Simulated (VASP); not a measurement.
Here is a VASP 6.6.1 calculation.

Contents of INCAR:

```
PREC = Accurate
ENCUT = 520
EDIFF = 1E-6
ISMEAR = 0
SIGMA = 0.1
LREAL = F
LASPH = T
NELM = 60
ALGO = Normal
ISIF = 2
LWAVE = F
LCHARG = T
GGA = PE
LELF = T
LVHAR = T
NBANDS = 34
```

File KPOINTS:

```
Automatic mesh
0
Gamma
  6 6 10
```

The input POSCAR:

```
Ba2ZrO3
1.0
    5.8055805100      0.0000000000      0.0000000000
   -2.9027902550      5.0277802053      0.0000000000
    0.0000000000      0.0000000000      3.9677236136
Ba Zr O
2 1 3
Direct
    0.6666666667      0.3333333333      0.0000000000
    0.3333333333      0.6666666667      0.0000000000
    0.0000000000      0.0000000000      0.5000000000
    0.5000000000      0.5000000000      0.5000000000
    0.5000000000      0.0000000000      0.5000000000
    0.0000000000      0.5000000000      0.5000000000
```

Potentials or basis: VASP PAW PBE potentials, release 64 (Ba_sv, Zr_sv, O).

The run is started by

```sh
$ cat potpaw_PBE.64/Ba_sv/POTCAR potpaw_PBE.64/Zr_sv/POTCAR potpaw_PBE.64/O/POTCAR > POTCAR
$ mpirun -np 1 vasp_std > vasp.out
```

**Question.** What does it give for the band gap on the k mesh?

**Answer.** Zero (bands 25 and 26 overlap by 0.46 eV).

**Question.** Estimate the pressure.

**Answer.** 2.3 GPa.

Stress tensor (GPa, compression positive):
```
1.90 0.00 0.00
0.00 1.90 0.00
0.00 0.00 3.06
```

Caveat: spin-orbit coupling is left out, which moves the levels of the heavy elements.
